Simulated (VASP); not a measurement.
# Ce (Fm-3m) in VASP: further runs, part 2 of 2

VASP 6.6.1. Earlier steps stand in the parts before.

## 3. Single point, LDA, collinear spin, ferromagnetic start

This run uses another cell than the first one, of 22.94 Å³/atom, 0.668 times its volume.

File INCAR:

```
SYSTEM = Ce
ALGO = Normal
EDIFF = 1E-6
ENCUT = 520
GGA = CA
ISIF = 2
ISMEAR = 0
ISPIN = 2
LASPH = .TRUE.
LCHARG = .FALSE.
LMAXMIX = 6
LORBIT = 11
LREAL = .FALSE.
LWAVE = .FALSE.
MAGMOM = 0.05
NBANDS = 16
NELM = 150
PREC = Accurate
SIGMA = 0.05
```

File KPOINTS:

```
k-points
0
G
  14 14 14
  0 0 0
```

File POSCAR:

```
Ce
1.0
    0.0000000000      2.2551354646      2.2551354646
    2.2551354646      0.0000000000      2.2551354646
    2.2551354646      2.2551354646      0.0000000000
Ce
1
Direct
    0.0000000000      0.0000000000      0.0000000000
```

Potentials or basis: VASP PAW LDA potentials, release 64 (Ce).

Started as:

```sh
$ cat potpaw_LDA.64/Ce/POTCAR > POTCAR
$ mpirun -np 1 vasp_std > vasp.out
```

OUTCAR:

```text
SYSTEM = Ce
   EDIFF = 1E-6
   ENCUT = 520
   GGA = CA
   ISIF = 2
   ISMEAR = 0
   ISPIN = 2
   LASPH = .TRUE.
   LORBIT = 11
   LREAL = .FALSE.
   NELM = 150
   PREC = Accurate

 ion  position               nearest neighbor table
   1  0.000  0.000  0.000-

  LATTYP: Found a face centered cubic cell.
 ALAT       =     4.5102709292

  Lattice vectors:

 A1 = (   0.0000000000,   2.2551354646,   2.2551354646)
 A2 = (   2.2551354646,   0.0000000000,   2.2551354646)
 A3 = (   2.2551354646,   2.2551354646,   0.0000000000)

Analysis of symmetry for initial positions (statically):
[... 1119 lines left out ...]
  -------------------------------------------------------------------------------------
  Total       -0.0584806     -0.0584806     -0.0584806      0.0000000      0.0000000      0.0000000
  in kB       -4.0848359     -4.0848359     -4.0848359      0.0000000      0.0000000      0.0000000
  external PRESSURE =      -4.0848359 kB  Pullay stress =       0.0000000 kB

 VOLUME and BASIS-vectors are now :
 -----------------------------------------------------------------------------
  energy-cutoff  :      520.00
  volume of cell :       22.94
      direct lattice vectors                 reciprocal lattice vectors
     0.000000000  2.255135465  2.255135465    -0.221716171  0.221716171  0.221716171
     2.255135465  0.000000000  2.255135465     0.221716171 -0.221716171  0.221716171
     2.255135465  2.255135465  0.000000000     0.221716171  0.221716171 -0.221716171

 POSITION                                       TOTAL-FORCE (eV/Angst)
 -----------------------------------------------------------------------------------
      0.00000      0.00000      0.00000         0.000000      0.000000     -0.000000
 -----------------------------------------------------------------------------------
    total drift:                                0.000000      0.000000     -0.000000

  FREE ENERGIE OF THE ION-ELECTRON SYSTEM (eV)
  ---------------------------------------------------
  free  energy   TOTEN  =        -6.8990737984 eV

  energy  without entropy=       -6.8975153853  energy(sigma->0) =       -6.89829459

 total charge

# of ion       s       p       d       f       tot
--------------------------------------------------
    1        2.083   5.534   1.420   1.128  10.165

 magnetization (x)

# of ion       s       p       d       f       tot
--------------------------------------------------
    1       -0.000  -0.000   0.000  -0.000  -0.000
```

OSZICAR:

```text
N       E                     dE             d eps       ncg     rms          rms(c)
DAV:   1     0.790459546252E+02    0.79046E+02   -0.49466E+03  6888   0.902E+02
DAV:   2    -0.230345879084E+01   -0.81349E+02   -0.66942E+02  8520   0.154E+02
DAV:   3    -0.736246978822E+01   -0.50590E+01   -0.49787E+01  7176   0.507E+01
DAV:   4    -0.748322442086E+01   -0.12075E+00   -0.12044E+00 11800   0.545E+00
DAV:   5    -0.748414299912E+01   -0.91858E-03   -0.91454E-03  7448   0.431E-01    0.576E+02
DAV:   6    -0.723339645671E+01    0.25075E+00   -0.38704E+00  6680   0.147E+01    0.405E+01
DAV:   7    -0.757345621473E+01   -0.34006E+00   -0.38156E+00  6664   0.203E+01    0.347E+02
DAV:   8    -0.693610015364E+01    0.63736E+00   -0.72363E-01  6728   0.758E+00    0.623E+01
DAV:   9    -0.691143947085E+01    0.24661E-01   -0.70117E-02 10472   0.151E+00    0.438E+01
DAV:  10    -0.689931425215E+01    0.12125E-01   -0.18942E-02  7376   0.124E+00    0.261E+00
DAV:  11    -0.689909416744E+01    0.22008E-03   -0.22979E-03 10856   0.302E-01    0.367E+00
DAV:  12    -0.689907574165E+01    0.18426E-04   -0.16353E-04  7928   0.108E-01    0.790E-01
DAV:  13    -0.689907010210E+01    0.56396E-05   -0.15948E-05 10168   0.311E-02    0.103E-01
DAV:  14    -0.689907284325E+01   -0.27412E-05   -0.15636E-06  8272   0.100E-02    0.493E-02
DAV:  15    -0.689907379835E+01   -0.95510E-06   -0.31941E-07  3704   0.495E-03
   1 F= -.68990738E+01 E0= -.68982946E+01  d E =-.155841E-02  mag=     0.0000
```

It took 23 s on 1 thread of Intel Xeon 6975P-C (Granite Rapids), shared host; peak memory 0.19 GiB.

Results:

```yaml
Free_energy: -6.8991 eV
Pressure: -0.4 GPa
Band_gap_on_the_k_mesh: zero (filled and empty bands overlap)
Net_moment: 0.00 μB per cell
Valence_electrons_inside_the_program's_atomic_spheres: Ce 10.16
```

Levels at points of the mesh, in eV from the Fermi level:
Spin up:
| k point | band 3 | band 4 | band 5 | band 6 | band 7 | band 8 | band 9 | band 10 |
| --- | --- | --- | --- | --- | --- | --- | --- | --- |
| (0.00, 0.00, 0.00) | -15.27 | -15.27 | -2.36 | -0.39 | 0.39 | 0.39 | 0.39 | 1.34 |
| (0.50, 0.00, 0.00) | -15.79 | -15.79 | -2.28 | -0.29 | 0.47 | 0.47 | 0.92 | 1.16 |
| (0.50, 0.50, 0.00) | -16.76 | -16.76 | -3.48 | -2.82 | 0.52 | 0.71 | 0.71 | 0.85 |
Spin down:
```csv
k point,band 4,band 5,band 6,band 7,band 8,band 9
"(0.00, 0.00, 0.00)",-15.27,-2.36,-0.39,0.39,0.39,0.39
"(0.50, 0.00, 0.00)",-15.79,-2.28,-0.29,0.47,0.47,0.92
"(0.50, 0.50, 0.00)",-16.76,-3.48,-2.82,0.52,0.71,0.71
```

Caveat: the magnetic or orbital state may not be the lowest; spin-orbit coupling is left out, which moves the levels of the heavy elements.

## 4. Single point, LDA, collinear spin, ferromagnetic start

This run uses another cell than the first one, of 28.86 Å³/atom, 0.840 times its volume.

File INCAR:

```
SYSTEM = Ce
PREC = Accurate
ENCUT = 520
EDIFF = 1E-7
ISMEAR = 0
SIGMA = 0.05
LREAL = .FALSE.
LASPH = .TRUE.
NELM = 150
ALGO = Normal
ISIF = 2
LWAVE = .FALSE.
LCHARG = .TRUE.
ISPIN = 2
MAGMOM = 0.05
LORBIT = 11
LMAXMIX = 6
LELF = .TRUE.
LVHAR = .TRUE.
NBANDS = 16
```

File KPOINTS:

```
Automatic mesh
0
G
  14 14 14
  0 0 0
```

File POSCAR:

```
Ce
1.0
    0.0000000000      2.4345397305      2.4345397305
    2.4345397305      0.0000000000      2.4345397305
    2.4345397305      2.4345397305      0.0000000000
Ce
1
Direct
    0.0000000000      0.0000000000      0.0000000000
```

Started as:

```sh
$ cat potpaw_LDA.64/Ce/POTCAR > POTCAR
$ mpirun -np 1 vasp_std > vasp.out
```

Run time: 63 s. Hardware: 1 thread of Intel Xeon 6975P-C (Granite Rapids), shared host; peak memory 0.22 GiB.

It converged, with:

- Free energy: -6.7171 eV
- Pressure: -8.0 GPa
- Band gap on the k mesh: zero (filled and empty bands overlap)
- Net moment: 0.00 μB per cell
- Valence electrons inside the program's atomic spheres: Ce 9.83

Levels at points of the mesh, in eV from the Fermi level:
Spin up:
```
           k point  band 4  band 5  band 6  band 7  band 8  band 9
(0.00, 0.00, 0.00)  -16.01   -3.02   -0.11    0.35    0.35    0.35
(0.50, 0.00, 0.00)  -16.31   -1.90   -0.05    0.38    0.38    0.66
(0.50, 0.50, 0.00)  -16.85   -2.48   -1.84    0.43    0.50    0.50
```
Spin down:
```tsv
k point	band 2	band 3	band 4	band 5	band 6	band 7	band 8	band 9	band 10	band 11
(0.00, 0.00, 0.00)	-16.01	-16.01	-16.01	-3.02	-0.11	0.35	0.35	0.35	0.95	0.95
(0.50, 0.00, 0.00)	-18.35	-16.31	-16.31	-1.90	-0.05	0.38	0.38	0.66	0.82	0.82
(0.50, 0.50, 0.00)	-18.18	-16.85	-16.85	-2.48	-1.84	0.43	0.50	0.50	0.59	0.74
```

Caveat: the magnetic or orbital state may not be the lowest; spin-orbit coupling is left out, which moves the levels of the heavy elements.

## 5. The runs side by side

```csv
cell,gap on the mesh (eV),pressure (GPa),moment (μB)
"a = 3.649 Å, angles 60.0°, 1 atom",none,-10.0,0.00
"a = 3.189 Å, angles 60.0°, 1 atom",none,-0.4,0.00
"a = 3.443 Å, angles 60.0°, 1 atom",none,-8.0,0.00
```

Alike in all rows: task single point; level LDA; potentials or basis VASP PAW LDA potentials, release 64 (Ce); spin collinear, ferromagnetic start; k mesh 14 × 14 × 14; cutoff (eV) 520; smearing gaussian 0.05 eV.

Caveats: the magnetic or orbital state may not be the lowest; spin-orbit coupling is left out, which moves the levels of the heavy elements.

Total energies depend on the potentials used, so only differences within one code and one set of settings carry meaning.
